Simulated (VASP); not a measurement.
# Al2Cu (P2/m) in VASP: notebook

The runs below take Al2Cu through single point, relaxation of cell and atoms, with PBE.

Everything below comes from runs of VASP 6.6.1. Logs are shortened: lines on timing, memory, paths and dates and some standing lists are left out, and cuts for length are marked.

## (1) The cell of the first run

The structure is monoclinic, space group P2/m (No. 10). Conventional cell: a = 2.804 Å, b = 2.805 Å, c = 5.913 Å, α = 90.00°, β = 100.48°, γ = 90.00°. Al (site symmetry m) has 4 Cu at 2.58 to 2.63 Å and 7 Al at 2.71 to 3.37 Å within 3.4 Å. Within 3.4 Å of Cu (site symmetry 2/m) lie 8 Al at 2.58 to 2.63 Å and 4 Cu at 2.80 to 2.81 Å.

## (2) Single point, PBE

INCAR reads:

```
SYSTEM = Al2Cu
ALGO = Normal
EDIFF = 1E-6
ENCUT = 520
GGA = PE
ISIF = 2
ISMEAR = 0
LASPH = .True.
LCHARG = .False.
LREAL = .False.
LWAVE = .False.
NBANDS = 16
NELM = 100
PREC = Accurate
SIGMA = 0.1
```

KPOINTS reads:

```
k-points
0
Gamma
  6 6 4
  0 0 0
```

POSCAR reads:

```
Al2Cu
1.0
    2.8035667049      0.0000000000      0.0000000000
    0.0000000000      2.8052402266      0.0000000000
   -1.0754652780      0.0000000000      5.8148635224
Al Cu
2 1
Direct
    0.6280063018      0.5000000000      0.2900019965
    0.3719936982      0.5000000000      0.7099980035
    0.0000000000      0.0000000000      0.0000000000
```

Potentials or basis: VASP PAW PBE potentials, release 64 (Al, Cu).

Command:

```sh
$ cat potpaw_PBE.64/Al/POTCAR potpaw_PBE.64/Cu/POTCAR > POTCAR
$ mpirun -np 1 vasp_std > vasp.out
```

OUTCAR:

```text
SYSTEM = Al2Cu
   EDIFF = 1E-6
   ENCUT = 520
   GGA = PE
   ISIF = 2
   ISMEAR = 0
   LASPH = .True.
   LREAL = .False.
   NELM = 100
   PREC = Accurate

 ion  position               nearest neighbor table
   1  0.628  0.500  0.290-   3 2.58   3 2.58   3 2.63   3 2.63   2 2.71   2 2.94
   2  0.372  0.500  0.710-   3 2.58   3 2.58   3 2.63   3 2.63   1 2.71   1 2.94
   3  0.000  0.000  0.000-   1 2.58   2 2.58   1 2.58   2 2.58   1 2.63   1 2.63   2 2.63   2 2.63

  LATTYP: Found a simple monoclinic cell.
 ALAT       =     2.8035667049
 B/A-ratio  =     1.0005969259
 C/A-ratio  =     2.1092708374
 COS(beta)  =    -0.1818666854

  Lattice vectors:

 A1 = (   2.8035667049,   0.0000000000,   0.0000000000)
 A2 = (   0.0000000000,   2.8052402266,   0.0000000000)
 A3 = (  -1.0754652780,   0.0000000000,   5.8148635224)

Analysis of symmetry for initial positions (statically):
=====================================================================
 Subroutine PRICEL returns:
 Original cell was already a primitive cell.

 Routine SETGRP: Setting up the symmetry group for a
 simple monoclinic supercell.

 Subroutine GETGRP returns: Found  4 space group operations
 (whereof  4 operations were pure point group operations)
 out of a pool of  4 trial point group operations.

The static configuration has the point symmetry C_2h.

Analysis of symmetry for dynamics (positions and initial velocities):
=====================================================================
 Subroutine PRICEL returns:
 Original cell was already a primitive cell.

 Routine SETGRP: Setting up the symmetry group for a
 simple monoclinic supercell.

 Subroutine GETGRP returns: Found  4 space group operations
 (whereof  4 operations were pure point group operations)
 out of a pool of  4 trial point group operations.

The dynamic configuration has the point symmetry C_2h.

 Subroutine INISYM returns: Found  4 space group operations
 (whereof  4 operations are pure point group operations),
 and found     1 'primitive' translations

----------------------------------------------------------------------------------------

                                     Primitive cell

  volume of cell :      45.7320

  direct lattice vectors                    reciprocal lattice vectors
     2.803566705  0.000000000  0.000000000     0.356688499  0.000000000  0.065969922
     0.000000000  2.805240227  0.000000000     0.000000000  0.356475709  0.000000000
    -1.075465278  0.000000000  5.814863522     0.000000000  0.000000000  0.171973082

  length of vectors
     2.803566705  2.805240227  5.913481491     0.362737806  0.356475709  0.171973082

  position of ions in fractional coordinates (direct lattice)
     0.628006302  0.500000000  0.290001997
     0.371993698  0.500000000  0.709998003
     0.000000000  0.000000000  0.000000000

  ion indices of the primitive-cell ions
   primitive index   ion index
                 1           1
                 2           2
                 3           3

----------------------------------------------------------------------------------------

 KPOINTS: k-points

Automatic generation of k-mesh.
 Grid dimensions read from file:
 generate k-points for:    6    6    4

 Generating k-lattice:

  Cartesian coordinates                     Fractional coordinates (reciprocal lattice)
     0.059448083  0.000000000  0.010994987     0.166666667  0.000000000 -0.000000000
     0.000000000  0.059412618  0.000000000     0.000000000  0.166666667  0.000000000
     0.000000000  0.000000000  0.042993270     0.000000000  0.000000000  0.250000000

  Length of vectors
     0.060456301  0.059412618  0.042993270

  Shift w.r.t. Gamma in fractional coordinates (k-lattice)
     0.000000000  0.000000000  0.000000000

 Subroutine IBZKPT returns following result:
 ===========================================

 Found     56 irreducible k-points:

 Following reciprocal coordinates:
            Coordinates               Weight
  0.000000  0.000000  0.000000      1.000000
  0.166667  0.000000  0.000000      2.000000
  0.333333  0.000000  0.000000      2.000000
  0.500000  0.000000  0.000000      1.000000
  0.000000  0.166667  0.000000      2.000000
  0.166667  0.166667  0.000000      4.000000
[... 16 lines left out ...]
  0.000000  0.166667  0.250000      4.000000
  0.166667  0.166667  0.250000      4.000000
 [... further k-points ...]
   k-points           NKPTS =     56   k-points in BZ     NKDIM =     56   number of bands    NBANDS=     16
   number of dos      NEDOS =    301   number of ions     NIONS =      3
   total plane-waves  NPLWV =  27648
   dimension x,y,z NGX =    24 NGY =   24 NGZ =   48
   dimension x,y,z NGXF=    48 NGYF=   48 NGZF=   96
   ions per type =               2   1
   NGX,Y,Z   is equivalent  to a cutoff of  14.23, 14.22, 13.49 a.u.
   NGXF,Y,Z  is equivalent  to a cutoff of  28.46, 28.45, 26.99 a.u.
 SYSTEM =  Al2Cu
   PREC   = accura    normal or accurate (medium, high low for compatibility)
   ISTART =      0    job   : 0-new  1-cont  2-samecut
   ICHARG =      2    charge: 1-file 2-atom 10-const
   ISPIN  =      1    spin polarized calculation?
   LNONCOLLINEAR =      F non collinear calculations
   LSORBIT =      F    spin-orbit coupling
   LASPH  =      T    aspherical Exc in radial PAW
   ENCUT  =  520.0 eV  38.22 Ry    6.18 a.u.   5.21  5.22 11.00*2*pi/ulx,y,z
   NELM   =    100;   NELMIN=  2; NELMDL= -5     # of ELM steps
   EDIFF  = 0.1E-05   stopping-criterion for ELM
   LREAL  =      F    real-space projection
   EDIFFG = 0.1E-04   stopping-criterion for IOM
   NSW    =      0    number of steps for IOM
   IBRION =     -1    ionic relax: 0-MD 1-quasi-New 2-CG
   NFREE  =      0    steps in history (QN), initial steepest desc. (CG)
   ISIF   =      2    stress and relaxation
   ISYM   =      2    0-nonsym 1-usesym 2-fastsym
   POTIM  = 0.5000    time-step for ionic-motion
   TEBEG  =    0.0;   TEEND  =   0.0 temperature during run
   PSTRESS=    0.0 pullay stress
   NELECT =      17.0000    total number of electrons
   NUPDOWN=      -1.0000    fix difference up-down
   EMIN   =  10.00;   EMAX   =-10.00  energy-range for DOS
   EFERMI =   0.00;   METHOD = LEGACY
   ISMEAR =     0;   SIGMA  =   0.10  broadening in eV -4-tet -1-fermi 0-gaus
   EFERMI_NEDOS =   21; number of points for ismear=-14 and -15
   IALGO  =     38    algorithm
   IMIX   =      4    mixing-type and parameters
     AMIX     =   0.40;   BMIX     =  1.00
     AMIX_MAG =   1.60;   BMIX_MAG =  1.00
  volume/ion in A,a.u.               =      15.24       102.87
  Fermi-wavevector in a.u.,A,eV,Ry     =   1.177112  2.224418 18.852120  1.385592
  Thomas-Fermi vector in A             =   2.313464
   LORBIT       =      0    0 simple, 1 ext, 2 COOP (PROOUT), +10 PAW based schemes
   GGA     = PE    functional components
   LHFCALC =     F    Hartree Fock is set to
   AEXX    =    0.0000 exact exchange contribution
   IVDW    =     0    specifies the selected vdW correction
   LEPSILON=     F    determine dielectric tensor
   LRPA    =     F    only Hartree local field effects (RPA)
 non-spin polarized calculation
 Gauss-broadening in eV      SIGMA  =   0.10
  energy-cutoff  :      520.00
  volume of cell :       45.73
 maximum number of plane-waves:      1244
 NGX is ok and might be reduce to    24
   NGX = 11   NGY = 11   NGZ = 21

 number of electron      17.0000006 magnetization

 Free energy of the ion-electron system (eV)
  ---------------------------------------------------
  ext. energy  EPLUGINS =         0.00000000
  ---------------------------------------------------
  free energy    TOTEN  =       -11.47370523 eV

  energy without entropy =      -11.46520197  energy(sigma->0) =      -11.46945360

 E-fermi :   7.6103     XC(G=0): -10.7410

 val. band max:        7.6018488445   @ k =   0.3333   0.5000   0.0000
 cond. band min:       7.6396910343   @ k =  -0.3333   0.1667   0.2500
 fundamental gap:      0.0378421898
 Fermi energy:         7.6103304758

 k-point     1 :       0.0000    0.0000    0.0000
  band No.  band energies     occupation
      1      -2.9430      2.00000
      2       1.0175      2.00000
      3       1.5304      2.00000
      4       3.2805      2.00000
      5       4.1006      2.00000
      6       4.1079      2.00000
[... 8 lines left out ...]
     15      16.5754      0.00000
     16      18.6765      0.00000

 k-point     2 :       0.1667    0.0000    0.0000
  band No.  band energies     occupation
      1      -2.3955      2.00000
      2       1.1510      2.00000
      3       2.2140      2.00000
      4       3.3700      2.00000
      5       4.0378      2.00000
      6       4.1310      2.00000
[... 8 lines left out ...]
     15      18.6455      0.00000
     16      18.8172      0.00000

 k-point     3 :       0.3333    0.0000    0.0000
  band No.  band energies     occupation
      1      -0.7920      2.00000
      2       1.8570      2.00000
      3       3.1398      2.00000
      4       3.4775      2.00000
      5       3.9722      2.00000
      6       4.1337      2.00000
[... 8 lines left out ...]
     15      19.0792      0.00000
     16      19.6839      0.00000

 k-point     4 :       0.5000    0.0000    0.0000
  band No.  band energies     occupation
      1       1.5618      2.00000
      2       1.7475      2.00000
      3       2.4012      2.00000
      4       3.5356      2.00000
      5       4.0357      2.00000
      6       4.2092      2.00000
[... 8 lines left out ...]
     15      19.3129      0.00000
     16      20.4173      0.00000

 k-point     5 :       0.0000    0.1667    0.0000
  band No.  band energies     occupation
      1      -2.4157      2.00000
      2       1.3741      2.00000
      3       1.9989      2.00000
      4       3.3691      2.00000
      5       4.1174      2.00000
      6       4.1304      2.00000
[... 8 lines left out ...]
     15      16.7053      0.00000
     16      18.2076      0.00000

 k-point     6 :       0.1667    0.1667    0.0000
  band No.  band energies     occupation
      1      -1.8741      2.00000
      2       1.5243      2.00000
      3       2.5905      2.00000
      4       3.4830      2.00000
      5       3.8898      2.00000
      6       4.2094      2.00000
[... 8 lines left out ...]
     15      16.9615      0.00000
     16      18.1271      0.00000

 k-point     7 :       0.3333    0.1667    0.0000
  band No.  band energies     occupation
      1      -0.2952      2.00000
      2       2.1547      2.00000
      3       3.3438      2.00000
      4       3.5459      2.00000
      5       3.7288      2.00000
      6       4.1223      2.00000
[... 8 lines left out ...]
     15      17.6361      0.00000
     16      18.3624      0.00000

 k-point     8 :       0.5000    0.1667    0.0000
  band No.  band energies     occupation
      1       2.0222      2.00000
      2       2.0303      2.00000
      3       2.6479      2.00000
      4       3.5930      2.00000
      5       3.7204      2.00000
      6       4.0755      2.00000
[... 8 lines left out ...]
     15      16.9916      0.00000
     16      17.5438      0.00000

 k-point     9 :       0.0000    0.3333    0.0000
  band No.  band energies     occupation
      1      -0.8716      2.00000
      2       2.1238      2.00000
      3       3.0306      2.00000
      4       3.4472      2.00000
      5       4.1466      2.00000
      6       4.1856      2.00000
[... 8 lines left out ...]
     15      17.8884      0.00000
     16      19.3015      0.00000
[... 172 lines left out ...]
 k-point    19 :       0.3333    0.0000    0.2500
  band No.  band energies     occupation
      1      -0.2921      2.00000
      2       0.7139      2.00000
      3       3.3371      2.00000
      4       3.4654      2.00000
      5       3.6275      2.00000
      6       4.1335      2.00000
[... 8 lines left out ...]
     15      18.6599      0.00000
     16      19.9206      0.00000

 k-point    20 :       0.5000    0.0000    0.2500
  band No.  band energies     occupation
      1       1.5375      2.00000
      2       1.9939      2.00000
      3       2.3225      2.00000
      4       3.5567      2.00000
      5       3.7711      2.00000
      6       4.0357      2.00000
[... 8 lines left out ...]
     15      19.1686      0.00000
     16      19.7813      0.00000

 k-point    21 :      -0.3333    0.0000    0.2500
  band No.  band energies     occupation
      1      -0.7958      2.00000
      2       1.8549      2.00000
      3       3.1428      2.00000
      4       3.5067      2.00000
      5       4.0764      2.00000
      6       4.1335      2.00000
[... 8 lines left out ...]
     15      18.1139      0.00000
     16      19.6490      0.00000

 k-point    22 :      -0.1667    0.0000    0.2500
  band No.  band energies     occupation
      1      -2.2648      2.00000
      2       0.3913      2.00000
      3       2.8146      2.00000
      4       3.3727      2.00000
      5       3.9715      2.00000
      6       4.1305      2.00000
[... 8 lines left out ...]
     15      18.4135      0.00000
     16      18.6648      0.00000

 k-point    23 :       0.0000    0.1667    0.2500
  band No.  band energies     occupation
      1      -2.1509      2.00000
      2      -0.0010      2.00000
      3       3.0439      2.00000
      4       3.3741      2.00000
      5       3.9151      2.00000
      6       4.1391      2.00000
[... 8 lines left out ...]
     15      18.0013      0.00000
     16      18.9909      0.00000

 k-point    24 :       0.1667    0.1667    0.2500
  band No.  band energies     occupation
      1      -1.4817      2.00000
      2       0.1117      2.00000
      3       3.3518      2.00000
      4       3.4831      2.00000
      5       3.8891      2.00000
      6       3.9509      2.00000
[... 8 lines left out ...]
     15      18.0393      0.00000
     16      20.6276      0.00000

 [... further k-points ...]

------------------------ aborting loop because EDIFF is reached ----------------------------------------

  FORCE on cell =-STRESS in cart. coord.  units (eV):
  Direction    XX          YY          ZZ          XY          YZ          ZX
  --------------------------------------------------------------------------------------
  -------------------------------------------------------------------------------------
  Total        0.1308886      1.1864591     -0.9982258      0.0000000      0.0000000      0.1200721
  in kB        4.5855539     41.5664453    -34.9718743      0.0000000      0.0000000      4.2066108
  external PRESSURE =       3.7267083 kB  Pullay stress =       0.0000000 kB

 VOLUME and BASIS-vectors are now :
 -----------------------------------------------------------------------------
  energy-cutoff  :      520.00
  volume of cell :       45.73
      direct lattice vectors                 reciprocal lattice vectors
     2.803566705  0.000000000  0.000000000     0.356688499  0.000000000  0.065969922
     0.000000000  2.805240227  0.000000000     0.000000000  0.356475709  0.000000000
    -1.075465278  0.000000000  5.814863522     0.000000000  0.000000000  0.171973082

 POSITION                                       TOTAL-FORCE (eV/Angst)
 -----------------------------------------------------------------------------------
      1.44877      1.40262      1.68632         0.007596      0.000000      0.154894
      0.27933      1.40262      4.12854        -0.007596     -0.000000     -0.154894
      0.00000      0.00000      0.00000        -0.000000      0.000000      0.000000
 -----------------------------------------------------------------------------------
    total drift:                                0.000000      0.000000     -0.000000

  FREE ENERGIE OF THE ION-ELECTRON SYSTEM (eV)
  ---------------------------------------------------
  free  energy   TOTEN  =       -11.4737052263 eV

  energy  without entropy=      -11.4652019679  energy(sigma->0) =      -11.46945360
```

Run time: 19 s. Hardware: 1 thread of Intel Xeon Platinum 8559C (Emerald Rapids), shared host; peak memory 0.18 GiB.

Results:

```yaml
Free_energy: -11.4737 eV
Pressure: 0.4 GPa
Largest_force: 0.155 eV/Å
Band_gap_on_the_k_mesh: zero (an odd number of electrons rules out a gap without spin polarisation)
```

Forces on the atoms (eV/Å):
```
Al   0.008  0.000  0.155
Al  -0.008  0.000 -0.155
Cu   0.000  0.000  0.000
```

Stress tensor (GPa, compression positive):
```
 0.46  0.00  0.42
 0.00  4.16  0.00
 0.42  0.00 -3.50
```

Caveat: the k points lie up to 0.38 Å⁻¹ apart, too coarse for converged energies and pressures of a metal.

## (3) Relaxation of cell and atoms, PBE

INCAR reads:

```
SYSTEM = Al2Cu
  PREC = Accurate
  ENCUT = 600
  EDIFF = 1E-7
  ISMEAR = 0
  SIGMA = 0.1
  LREAL = .False.
  LASPH = .True.
  NELM = 80
  ALGO = Fast
  ISIF = 3
  LWAVE = .False.
  LCHARG = .False.
  GGA = PE
  IBRION = 2
  NSW = 90
  EDIFFG = -0.04
```

KPOINTS reads:

```
regular mesh
0
Gamma
  6 6 4
  0 0 0
```

POSCAR is that of step 2.

Potentials or basis: VASP PAW PBE potentials, release 64 (Al, Cu).

Command:

```sh
$ cat potpaw_PBE.64/Al/POTCAR potpaw_PBE.64/Cu/POTCAR > POTCAR
$ mpirun -np 1 vasp_std > vasp.out
```

Wall time 2 min (1 thread of Intel Xeon Platinum 8559C (Emerald Rapids), shared host); peak memory 0.19 GiB.

It converged, with:

- Free energy: -11.5266 eV
- Relaxed volume: 15.38 Å³/atom
- Relaxed cell: a = 2.779 Å, b = 2.951 Å, c = 5.725 Å, α = 90.00°, β = 100.66°, γ = 90.00°
- Space group after relaxing (to 0.1 Å): P2/m (No. 10)
- Energy gained by relaxing: 17.5 meV/atom
- Ionic steps: 7
- Pressure after relaxing: -0.1 GPa
- Largest force after relaxing: 0.024 eV/Å
- Band gap on the k mesh: zero (an odd number of electrons rules out a gap without spin polarisation)

Forces in eV/Å, atoms in the order of the input:
```
Al  -0.019  0.000  0.015
Al   0.019  0.000 -0.015
Cu   0.000  0.000  0.000
```

Stress tensor (GPa, compression positive):
```
-0.18  0.00 -0.22
 0.00 -0.27  0.00
-0.22  0.00  0.29
```

Step by step:
| step | energy change (eV) | largest force (eV/Å) | pressure (GPa) | volume (Å³) |
| --- | --- | --- | --- | --- |
| 1 | 0.0000 | 0.1553 | 0.30 | 45.73 |
| 2 | -0.0319 | 0.1056 | -0.18 | 45.91 |
| 3 | -0.0395 | 0.2784 | -0.44 | 46.02 |
| 4 | -0.0471 | 0.1944 | 0.62 | 45.75 |
| 5 | -0.0481 | 0.1419 | 0.97 | 45.61 |
| 6 | -0.0525 | 0.0432 | -0.16 | 46.23 |
| 7 | -0.0526 | 0.0240 | -0.05 | 46.15 |

Final structure:
```
Al Cu
1.0
     2.77942    0.00000    0.00170
     0.00000    2.95113    0.00000
    -1.06231    0.00000    5.62544
Al Cu
2 1
Direct
  0.63001 0.50000 0.28633
  0.36999 0.50000 0.71367
  0.00000 0.00000 0.00000
```

Levels at points of the mesh, in eV from the Fermi level:
```
           k point  band 5  band 6  band 7  band 8  band 9  band 10  band 11  band 12
(0.00, 0.00, 0.00)   -3.74   -3.57   -3.41   -3.30    5.20     6.74     7.07     7.72
(0.50, 0.00, 0.00)   -3.86   -3.61   -3.25   -2.65   -0.96     0.28     2.13     8.04
(0.00, 0.50, 0.00)   -3.64   -3.50   -2.79   -2.51   -2.13    -0.08     0.56     9.90
(0.50, 0.50, 0.00)   -2.95   -2.42   -1.78   -0.77    0.59     1.55     2.10     2.18
(0.00, 0.00, 0.50)   -3.74   -3.56   -3.30   -0.92    1.49     6.00     6.92     7.23
(0.50, 0.00, 0.50)   -3.86   -3.78   -3.61   -2.80   -1.71     1.75     3.22     6.86
(0.00, 0.50, 0.50)   -4.06   -3.64   -3.51   -3.50   -2.54     3.85     3.87     4.31
(0.50, 0.50, 0.50)   -2.95   -2.24   -1.57   -0.56    0.45     0.64     1.64     1.89
```

Caveat: the k points lie up to 0.38 Å⁻¹ apart in the final cell, too coarse for converged energies and pressures of a metal.
